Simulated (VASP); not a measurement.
Write the native input for VASP 6.6.1 that does the following.

- Task: single point
- Functional: r2SCAN
- Potentials or basis: VASP PAW PBE potentials, release 64 (Mg, O)
- Cutoff: 520 eV
- k mesh: 8 × 8 × 6
- Occupations: gaussian, width 0.02 eV
- Spin: no spin polarisation
- Dipole correction: no
- Further INCAR settings: ALGO = Normal; EDIFF = 1e-06; NBANDS = 16

MgO:

```xyz
4
Lattice="2.1022 2.1022 0.0000 -2.1022 2.1022 0.0000 0.1189 0.1189 4.2044" Properties=species:S:1:pos:R:3 pbc="T T T"
Mg    0.0000    0.0000    0.0000
Mg    0.0595    2.1617    2.1022
O     0.0000    2.1022    0.0000
O     0.0595    0.0595    2.1022
```

These files were run (other wordings do the same):

POSCAR

```
MgO
1.0
    2.1022009521      2.1022009521      0.0000000000
   -2.1022009521      2.1022009521      0.0000000000
    0.1189184439      0.1189184439      4.2044019043
Mg O
2 2
Direct
    0.0000000000      0.0000000000      0.0000000000
    0.5000000000      0.5000000000      0.5000000000
    0.5000000000      0.5000000000      0.0000000000
    0.0000000000      0.0000000000      0.5000000000
```

INCAR.step1

```
ALGO     = Normal         # electronic algorithm
EDIFF    = 1E-4           # SCF threshold, eV
ENCUT    = 520            # plane-wave cutoff, eV
GGA      = PE             # functional
ISMEAR   = 0              # smearing method
LASPH    = T              # aspherical terms in the spheres
LCHARG   = F              # write CHGCAR
LREAL    = F              # projectors in reciprocal space
LWAVE    = T              # write WAVECAR
NBANDS   = 16             # bands
NELM     = 60             # most SCF steps
PREC     = Accurate       # precision mode
SIGMA    = 0.02           # smearing width, eV
```

INCAR.step2

```
ALGO     = Normal         # electronic algorithm
EDIFF    = 1E-6           # SCF threshold, eV
ENCUT    = 520            # plane-wave cutoff, eV
ISIF     = 2              # what is computed and relaxed
ISMEAR   = 0              # smearing method
ISTART   = 1            
LASPH    = T              # aspherical terms in the spheres
LCHARG   = F              # write CHGCAR
LMIXTAU  = T            
LREAL    = F              # projectors in reciprocal space
LWAVE    = F              # write WAVECAR
METAGGA  = R2SCAN         # meta-GGA
NBANDS   = 16             # bands
NELM     = 60             # most SCF steps
PREC     = Accurate       # precision mode
SIGMA    = 0.02           # smearing width, eV
```

KPOINTS

```
k-points
0
Gamma
  8 8 6
```

Potentials or basis: VASP PAW PBE potentials, release 64 (Mg, O).

Launch:

```bash
$ cat potpaw_PBE.64/Mg/POTCAR potpaw_PBE.64/O/POTCAR > POTCAR
$ cp INCAR.step1 INCAR
$ mpirun -np 1 vasp_std > vasp.out
$ cp INCAR.step2 INCAR
$ mpirun -np 1 vasp_std > vasp.out
```

It gave:

- Pressure: -1.1 GPa
- Band gap on the k mesh: 5.48 eV

Caveat: the PAW data sets were made with another functional, which shifts forces and pressure a little.

Run time: 84 s on 1 thread of Intel(R) Xeon(R) 6975P-C (Granite Rapids), with other jobs on the host, peak memory 0.2 GiB.
